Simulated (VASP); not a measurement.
# TiO2 (P4_2/mnm) in VASP: a series of runs

TiO2 is run at these levels: r2SCAN; tasks: single point.

Program: VASP 6.6.1. These are calculated values, not measurements. Logs are shortened: lines on timing, memory, paths and dates and some standing lists are left out, and cuts for length are marked.

## 1. The cell of the first run

The structure is tetragonal, space group P4_2/mnm (No. 136). Conventional cell: a = 4.597 Å, b = 4.597 Å, c = 3.042 Å, α = 90.00°, β = 90.00°, γ = 90.00°. Within 2.6 Å of Ti (site symmetry mmm) lie 6 O at 1.98 to 1.99 Å. O (site symmetry m2m) has 3 Ti at 1.98 to 1.99 Å and 1 O at 2.53 Å within 2.6 Å.

## 2. Single point, r2SCAN (uniaxial z strain +3.0%)

Contents of POSCAR:

```
TiO2
1.0
    4.5968534940      0.0000000000      0.0000000000
    0.0000000000      4.5968534940      0.0000000000
    0.0000000000      0.0000000000      3.0420960046
Ti O
2 4
Direct
    0.0000000000      0.0000000000      0.0000000000
    0.5000000000      0.5000000000      0.5000000000
    0.3055424113      0.3055424113      0.0000000000
    0.1944575887      0.8055424113      0.5000000000
    0.8055424113      0.1944575887      0.5000000000
    0.6944575887      0.6944575887      0.0000000000
```

Contents of INCAR.step1:

```
SYSTEM = TiO2
PREC     = Accurate       ! precision mode
ENCUT    = 520            ! plane-wave cutoff, eV
ISMEAR   = 0              ! smearing method
SIGMA    = 0.01           ! smearing width, eV
LREAL    = .FALSE.        ! projectors in reciprocal space
LASPH    = .TRUE.         ! aspherical terms in the spheres
NELM     = 60             ! most SCF steps
NBANDS   = 33             ! bands
GGA      = PE             ! functional
ALGO     = Normal         ! electronic algorithm
EDIFF    = 1E-4           ! SCF threshold, eV
LWAVE    = .TRUE.         ! write WAVECAR
LCHARG   = .FALSE.        ! write CHGCAR
```

Contents of INCAR.step2:

```
SYSTEM = TiO2
PREC     = Accurate       ! precision mode
ENCUT    = 520            ! plane-wave cutoff, eV
EDIFF    = 1E-7           ! SCF threshold, eV
ISMEAR   = 0              ! smearing method
SIGMA    = 0.01           ! smearing width, eV
LREAL    = .FALSE.        ! projectors in reciprocal space
LASPH    = .TRUE.         ! aspherical terms in the spheres
NELM     = 60             ! most SCF steps
ALGO     = Normal         ! electronic algorithm
ISIF     = 2              ! what is computed and relaxed
LWAVE    = .FALSE.        ! write WAVECAR
LCHARG   = .TRUE.         ! write CHGCAR
METAGGA  = R2SCAN         ! meta-GGA
LMIXTAU  = .TRUE.       
LELF     = .TRUE.         ! ELF
LVHAR    = .TRUE.       
NBANDS   = 33             ! bands
ISTART   = 1
```

Contents of KPOINTS:

```
Automatic mesh
0
G
  6 6 8
  0 0 0
```

Potentials or basis: VASP PAW PBE potentials, release 64 (Ti_sv, O).

The run is started by

```
> cat potpaw_PBE.64/Ti_sv/POTCAR potpaw_PBE.64/O/POTCAR > POTCAR
> cp INCAR.step1 INCAR
> mpirun -np 1 vasp_std > vasp.out
> cp INCAR.step2 INCAR
> mpirun -np 1 vasp_std > vasp.out
```

OUTCAR:

```text
SYSTEM = TiO2
   PREC = Accurate
   ENCUT = 520
   EDIFF = 1E-7
   ISMEAR = 0
   LREAL = .FALSE.
   LASPH = .TRUE.
   NELM = 60
   ISIF = 2
   METAGGA = R2SCAN
   ISTART = 1

 ion  position               nearest neighbor table
   1  0.000  0.000  0.000-   4 1.98   5 1.98   4 1.98   5 1.98   3 1.99   6 1.99
   2  0.500  0.500  0.500-   3 1.98   6 1.98   3 1.98   6 1.98   5 1.99   4 1.99
   3  0.306  0.306  0.000-   2 1.98   2 1.98   1 1.99
   4  0.194  0.806  0.500-   1 1.98   1 1.98   2 1.99
   5  0.806  0.194  0.500-   1 1.98   1 1.98   2 1.99
   6  0.694  0.694  0.000-   2 1.98   2 1.98   1 1.99

  LATTYP: Found a simple tetragonal cell.
 ALAT       =     4.5968534940
 C/A-ratio  =     0.6617778897

  Lattice vectors:

 A1 = (   4.5968534940,   0.0000000000,   0.0000000000)
 A2 = (   0.0000000000,   4.5968534940,   0.0000000000)
 A3 = (   0.0000000000,   0.0000000000,   3.0420960046)

Analysis of symmetry for initial positions (statically):
=====================================================================
 Subroutine PRICEL returns:
 Original cell was already a primitive cell.

 Routine SETGRP: Setting up the symmetry group for a
 simple tetragonal supercell.

 Subroutine GETGRP returns: Found 16 space group operations
 (whereof  8 operations were pure point group operations)
 out of a pool of 16 trial point group operations.

The static configuration has the point symmetry D_2h.
 The point group associated with its full space group is D_4h.

Analysis of symmetry for dynamics (positions and initial velocities):
=====================================================================
 Subroutine PRICEL returns:
 Original cell was already a primitive cell.

 Routine SETGRP: Setting up the symmetry group for a
 simple tetragonal supercell.

 Subroutine GETGRP returns: Found 16 space group operations
 (whereof  8 operations were pure point group operations)
 out of a pool of 16 trial point group operations.

The dynamic configuration has the point symmetry D_2h.
 The point group associated with its full space group is D_4h.

 Subroutine INISYM returns: Found 16 space group operations
 (whereof  8 operations are pure point group operations),
 and found     1 'primitive' translations

----------------------------------------------------------------------------------------

                                     Primitive cell

  volume of cell :      64.2827

  direct lattice vectors                    reciprocal lattice vectors
     4.596853494  0.000000000  0.000000000     0.217540107  0.000000000  0.000000000
     0.000000000  4.596853494  0.000000000     0.000000000  0.217540107  0.000000000
     0.000000000  0.000000000  3.042096005     0.000000000  0.000000000  0.328720724

  length of vectors
     4.596853494  4.596853494  3.042096005     0.217540107  0.217540107  0.328720724

  position of ions in fractional coordinates (direct lattice)
     0.000000000  0.000000000  0.000000000
     0.500000000  0.500000000  0.500000000
     0.305542411  0.305542411  0.000000000
     0.194457589  0.805542411  0.500000000
     0.805542411  0.194457589  0.500000000
     0.694457589  0.694457589  0.000000000

  ion indices of the primitive-cell ions
   primitive index   ion index
                 1           1
                 2           2
                 3           3
                 4           4
                 5           5
                 6           6

----------------------------------------------------------------------------------------

 KPOINTS: Automatic mesh

Automatic generation of k-mesh.
 Grid dimensions read from file:
 generate k-points for:    6    6    8

 Generating k-lattice:

  Cartesian coordinates                     Fractional coordinates (reciprocal lattice)
     0.036256684  0.000000000  0.000000000     0.166666667  0.000000000  0.000000000
     0.000000000  0.036256684  0.000000000     0.000000000  0.166666667  0.000000000
     0.000000000  0.000000000  0.041090090     0.000000000  0.000000000  0.125000000

  Length of vectors
     0.036256684  0.036256684  0.041090090

  Shift w.r.t. Gamma in fractional coordinates (k-lattice)
     0.000000000  0.000000000  0.000000000

 Subroutine IBZKPT returns following result:
 ===========================================

 Found     50 irreducible k-points:

 Following reciprocal coordinates:
            Coordinates               Weight
  0.000000  0.000000  0.000000      1.000000
  0.166667  0.000000  0.000000      4.000000
  0.333333  0.000000  0.000000      4.000000
  0.500000  0.000000  0.000000      2.000000
  0.166667  0.166667  0.000000      4.000000
  0.333333  0.166667  0.000000      8.000000
[... 16 lines left out ...]
  0.333333  0.000000  0.250000      8.000000
  0.500000  0.000000  0.250000      4.000000
 [... further k-points ...]
   k-points           NKPTS =     50   k-points in BZ     NKDIM =     50   number of bands    NBANDS=     33
   number of dos      NEDOS =    301   number of ions     NIONS =      6
   total plane-waves  NPLWV =  31104
   dimension x,y,z NGX =    36 NGY =   36 NGZ =   24
   dimension x,y,z NGXF=    72 NGYF=   72 NGZF=   48
   ions per type =               2   4
   NGX,Y,Z   is equivalent  to a cutoff of  13.02, 13.02, 13.12 a.u.
   NGXF,Y,Z  is equivalent  to a cutoff of  26.04, 26.04, 26.23 a.u.
 SYSTEM =  TiO2
   PREC   = accura    normal or accurate (medium, high low for compatibility)
   ISTART =      1    job   : 0-new  1-cont  2-samecut
   ICHARG =      0    charge: 1-file 2-atom 10-const
   ISPIN  =      1    spin polarized calculation?
   LNONCOLLINEAR =      F non collinear calculations
   LSORBIT =      F    spin-orbit coupling
   LASPH  =      T    aspherical Exc in radial PAW
   ENCUT  =  520.0 eV  38.22 Ry    6.18 a.u.   8.55  8.55  5.66*2*pi/ulx,y,z
   NELM   =     60;   NELMIN=  2; NELMDL=  0     # of ELM steps
   EDIFF  = 0.1E-06   stopping-criterion for ELM
   LREAL  =      F    real-space projection
   EDIFFG = 0.1E-05   stopping-criterion for IOM
   NSW    =      0    number of steps for IOM
   IBRION =     -1    ionic relax: 0-MD 1-quasi-New 2-CG
   NFREE  =      0    steps in history (QN), initial steepest desc. (CG)
   ISIF   =      2    stress and relaxation
   ISYM   =      2    0-nonsym 1-usesym 2-fastsym
   POTIM  = 0.5000    time-step for ionic-motion
   TEBEG  =    0.0;   TEEND  =   0.0 temperature during run
   PSTRESS=    0.0 pullay stress
   NELECT =      48.0000    total number of electrons
   NUPDOWN=      -1.0000    fix difference up-down
   EMIN   =  10.00;   EMAX   =-10.00  energy-range for DOS
   EFERMI =   0.00;   METHOD = LEGACY
   ISMEAR =     0;   SIGMA  =   0.01  broadening in eV -4-tet -1-fermi 0-gaus
   EFERMI_NEDOS =   21; number of points for ismear=-14 and -15
   IALGO  =     38    algorithm
   IMIX   =      4    mixing-type and parameters
     AMIX     =   0.40;   BMIX     =  1.00
     AMIX_MAG =   1.60;   BMIX_MAG =  1.00
  volume/ion in A,a.u.               =      10.71        72.30
  Fermi-wavevector in a.u.,A,eV,Ry     =   1.485219  2.806657 30.012758  2.205875
  Thomas-Fermi vector in A             =   2.598658
   LORBIT       =      0    0 simple, 1 ext, 2 COOP (PROOUT), +10 PAW based schemes
   METAGGA = R2SCAN    functional components
   LHFCALC =     F    Hartree Fock is set to
   AEXX    =    0.0000 exact exchange contribution
   IVDW    =     0    specifies the selected vdW correction
   LEPSILON=     F    determine dielectric tensor
   LRPA    =     F    only Hartree local field effects (RPA)
 non-spin polarized calculation
 Gauss-broadening in eV      SIGMA  =   0.01
  energy-cutoff  :      520.00
  volume of cell :       64.28
 maximum number of plane-waves:      1755
 NGX is ok and might be reduce to    36
   NGX = 17   NGY = 17   NGZ = 11

 number of electron      48.0000042 magnetization

 Free energy of the ion-electron system (eV)
  ---------------------------------------------------
  ext. energy  EPLUGINS =         0.00000000
  ---------------------------------------------------
  free energy    TOTEN  =       -69.73094532 eV

  energy without entropy =      -69.73094532  energy(sigma->0) =      -69.73094532

 E-fermi :   4.5123     XC(G=0): -11.9956

 val. band max:        4.3125755163   @ k =   0.0000   0.0000   0.0000
 cond. band min:       6.4504814297   @ k =   0.0000   0.0000   0.0000
 fundamental gap:      2.1379059134
 Fermi energy:         4.5122797917

 k-point     1 :       0.0000    0.0000    0.0000
  band No.  band energies     occupation
      1     -55.0194      2.00000
      2     -55.0034      2.00000
      3     -30.2549      2.00000
      4     -30.2549      2.00000
      5     -30.0964      2.00000
      6     -30.0964      2.00000
[... 25 lines left out ...]
     32      10.9385      0.00000
     33      10.9385      0.00000

 k-point     2 :       0.1667    0.0000    0.0000
  band No.  band energies     occupation
      1     -55.0184      2.00000
      2     -55.0045      2.00000
      3     -30.2466      2.00000
      4     -30.2458      2.00000
      5     -30.1065      2.00000
      6     -30.1057      2.00000
[... 25 lines left out ...]
     32      10.8394      0.00000
     33      10.8614      0.00000

 k-point     3 :       0.3333    0.0000    0.0000
  band No.  band energies     occupation
      1     -55.0154      2.00000
      2     -55.0074      2.00000
      3     -30.2246      2.00000
      4     -30.2227      2.00000
      5     -30.1315      2.00000
      6     -30.1294      2.00000
[... 25 lines left out ...]
     32      10.6404      0.00000
     33      10.6833      0.00000

 k-point     4 :       0.5000    0.0000    0.0000
  band No.  band energies     occupation
      1     -55.0114      2.00000
      2     -55.0114      2.00000
      3     -30.2059      2.00000
      4     -30.2059      2.00000
      5     -30.1491      2.00000
      6     -30.1491      2.00000
[... 25 lines left out ...]
     32      10.5239      0.00000
     33      10.5599      0.00000

 k-point     5 :       0.1667    0.1667    0.0000
  band No.  band energies     occupation
      1     -55.0174      2.00000
      2     -55.0054      2.00000
      3     -30.2576      2.00000
      4     -30.2215      2.00000
      5     -30.1320      2.00000
      6     -30.0948      2.00000
[... 604 lines left out ...]
 k-point    22 :       0.1667    0.0000    0.2500
  band No.  band energies     occupation
      1     -55.0019      2.00000
      2     -54.9920      2.00000
      3     -30.2594      2.00000
      4     -30.2386      2.00000
      5     -30.1939      2.00000
      6     -30.1899      2.00000
[... 25 lines left out ...]
     32      10.0065      0.00000
     33      10.2894      0.00000

 k-point    23 :       0.3333    0.0000    0.2500
  band No.  band energies     occupation
      1     -54.9998      2.00000
      2     -54.9941      2.00000
      3     -30.2649      2.00000
      4     -30.2513      2.00000
      5     -30.1763      2.00000
      6     -30.1682      2.00000
[... 25 lines left out ...]
     32       9.5975      0.00000
     33      10.4952      0.00000

 k-point    24 :       0.5000    0.0000    0.2500
  band No.  band energies     occupation
      1     -54.9969      2.00000
      2     -54.9969      2.00000
      3     -30.2618      2.00000
      4     -30.2618      2.00000
      5     -30.1605      2.00000
      6     -30.1605      2.00000
[... 25 lines left out ...]
     32       9.4603      0.00000
     33      10.9686      0.00000

 [... further k-points ...]
[... 5 lines left out ...]
  --------------------------------------------------------------------------------------
  -------------------------------------------------------------------------------------
  Total       -1.5128216     -1.5128216     -5.0404054      0.0000000      0.0000000      0.0000000
  in kB      -37.7054434    -37.7054434   -125.6266594      0.0000000      0.0000000      0.0000000
  external PRESSURE =     -67.0125154 kB  Pullay stress =       0.0000000 kB

 VOLUME and BASIS-vectors are now :
 -----------------------------------------------------------------------------
  energy-cutoff  :      520.00
  volume of cell :       64.28
      direct lattice vectors                 reciprocal lattice vectors
     4.596853494  0.000000000  0.000000000     0.217540107  0.000000000  0.000000000
     0.000000000  4.596853494  0.000000000     0.000000000  0.217540107  0.000000000
     0.000000000  0.000000000  3.042096005     0.000000000  0.000000000  0.328720724

 POSITION                                       TOTAL-FORCE (eV/Angst)
 -----------------------------------------------------------------------------------
      0.00000      0.00000      0.00000         0.000000      0.000000     -0.000000
      2.29843      2.29843      1.52105         0.000000      0.000000     -0.000000
      1.40453      1.40453      0.00000        -0.015196     -0.015196      0.000000
      0.89389      3.70296      1.52105         0.015196     -0.015196     -0.000000
      3.70296      0.89389      1.52105        -0.015196      0.015196     -0.000000
      3.19232      3.19232      0.00000         0.015196      0.015196     -0.000000
 -----------------------------------------------------------------------------------
    total drift:                                0.000000      0.000000     -0.000000

  FREE ENERGIE OF THE ION-ELECTRON SYSTEM (eV)
  ---------------------------------------------------
  free  energy   TOTEN  =       -69.7309453206 eV

  energy  without entropy=      -69.7309453206  energy(sigma->0) =      -69.73094532
```

It took 3.4 min on 1 thread of Intel Xeon Platinum 8488C (Sapphire Rapids), shared host; peak memory 0.23 GiB.

Results:

| Item | Value |
| --- | --- |
| Free energy | -69.7309 eV |
| Pressure | -6.7 GPa |
| Largest force | 0.021 eV/Å |
| Band gap on the k mesh | 2.14 eV |

Forces in eV/Å, atoms in the order of the input:
```
Ti   0.000  0.000  0.000
Ti   0.000  0.000  0.000
O   -0.015 -0.015  0.000
O    0.015 -0.015  0.000
O   -0.015  0.015  0.000
O    0.015  0.015  0.000
```

Stress tensor (GPa, compression positive):
```
 -3.77   0.00   0.00
  0.00  -3.77   0.00
  0.00   0.00 -12.56
```

Caveat: the cell differs from its parent crystal (uniaxial z strain +3.0%); the cell stands under tension; the PAW data sets were made with another functional, which shifts forces and pressure a little. A k mesh can miss the band edges.

## 3. Single point, r2SCAN (uniaxial z strain +4.0%)

Contents of POSCAR:

```
TiO2
1.0
    4.5968534940      0.0000000000      0.0000000000
    0.0000000000      4.5968534940      0.0000000000
    0.0000000000      0.0000000000      3.0716309173
Ti O
2 4
Direct
    0.0000000000      0.0000000000      0.0000000000
    0.5000000000      0.5000000000      0.5000000000
    0.3057264407      0.3057264407      0.0000000000
    0.1942735593      0.8057264407      0.5000000000
    0.8057264407      0.1942735593      0.5000000000
    0.6942735593      0.6942735593      0.0000000000
```

Contents of INCAR.step1:

```
PREC = Accurate
ENCUT = 520
ISMEAR = 0
SIGMA = 0.01
LREAL = False
LASPH = True
NELM = 60
NBANDS = 33
GGA = PE
ALGO = Normal
EDIFF = 1E-4
LWAVE = True
LCHARG = False
```

Contents of INCAR.step2:

```
PREC = Accurate
ENCUT = 520
EDIFF = 1E-6
ISMEAR = 0
SIGMA = 0.01
LREAL = False
LASPH = True
NELM = 60
ALGO = Normal
ISIF = 2
LWAVE = False
LCHARG = True
METAGGA = R2SCAN
LMIXTAU = True
LELF = True
LVHAR = True
NBANDS = 33
ISTART = 1
```

Contents of KPOINTS:

```
regular mesh
0
Gamma
  6 6 8
```

Potentials or basis: VASP PAW PBE potentials, release 64 (Ti_sv, O).

The run is started by

```
> cat potpaw_PBE.64/Ti_sv/POTCAR potpaw_PBE.64/O/POTCAR > POTCAR
> cp INCAR.step1 INCAR
> mpirun -np 1 vasp_std > vasp.out
> cp INCAR.step2 INCAR
> mpirun -np 1 vasp_std > vasp.out
```

Run time: 2.9 min. Hardware: 1 thread of Intel Xeon Platinum 8488C (Sapphire Rapids), shared host; peak memory 0.22 GiB.

The run converged. Its results:

| Quantity | Value |
| --- | --- |
| Free energy | -69.6748 eV |
| Pressure | -9.1 GPa |
| Largest force | 0.017 eV/Å |
| Band gap on the k mesh | 2.11 eV |

Forces on the atoms (eV/Å):
```
Ti   0.000  0.000  0.000
Ti   0.000  0.000  0.000
O   -0.012 -0.012  0.000
O    0.012 -0.012  0.000
O   -0.012  0.012  0.000
O    0.012  0.012  0.000
```

Stress tensor (GPa, compression positive):
```
 -5.24   0.00   0.00
  0.00  -5.24   0.00
  0.00   0.00 -16.73
```

Levels at points of the mesh, in eV from the valence-band top:
```tsv
k point	band 21	band 22	band 23	band 24	band 25	band 26	band 27	band 28
(0.00, 0.00, 0.00)	-0.89	-0.46	-0.46	0.00	2.11	2.48	2.51	2.60
(0.50, 0.00, 0.00)	-1.88	-1.88	-0.76	-0.76	2.76	2.76	3.13	3.13
(0.50, 0.50, 0.00)	-1.56	-1.56	-1.06	-1.06	2.17	2.17	2.62	2.62
(0.00, 0.00, 0.50)	-2.39	-2.39	-1.44	-1.44	3.06	3.06	3.14	3.14
(0.50, 0.00, 0.50)	-2.01	-2.01	-1.06	-1.06	2.15	2.15	3.11	3.11
(0.50, 0.50, 0.50)	-1.28	-1.28	-0.70	-0.70	2.77	2.77	3.12	3.12
```

Caveat: the cell differs from its parent crystal (uniaxial z strain +4.0%); the cell stands under tension; the PAW data sets were made with another functional, which shifts forces and pressure a little.
